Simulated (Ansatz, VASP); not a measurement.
## Lu: VASP beside Ansatz

```
CELL_PARAMETERS angstrom
3.52770 0.00000 0.00000
-1.76385 3.05508 0.00000
0.00000 0.00000 5.50104
ATOMIC_POSITIONS crystal
Lu 0.33333 0.66667 0.25000
Lu 0.66667 0.33333 0.75000
```

Change from the starting cell: volume scaled by 1.02, PAW files.

Alike in both runs: task electric field gradients; functional PBE; k mesh 12 × 12 × 6; occupations fermi-dirac, width 0.05 eV; no spin polarisation.

```csv
,VASP,Ansatz
version,VASP 6.6.1,Ansatz 0.2.0
potentials or method,"VASP PAW PBE potentials, release 64 (Lu)","PAW with Ansatz's default frozen-core files, scalar-relativistic"
plane-wave cutoff (eV),520,420
valence electrons in the cell,50,50
```

```tsv
	VASP	Ansatz	Ansatz less VASP
pressure (GPa)	-0.7	-0.9	-0.13
size of Vzz on the site where it differs most (V/Å²)	70.5	61.0	-9.50
```

Neither program's run includes spin-orbit coupling.
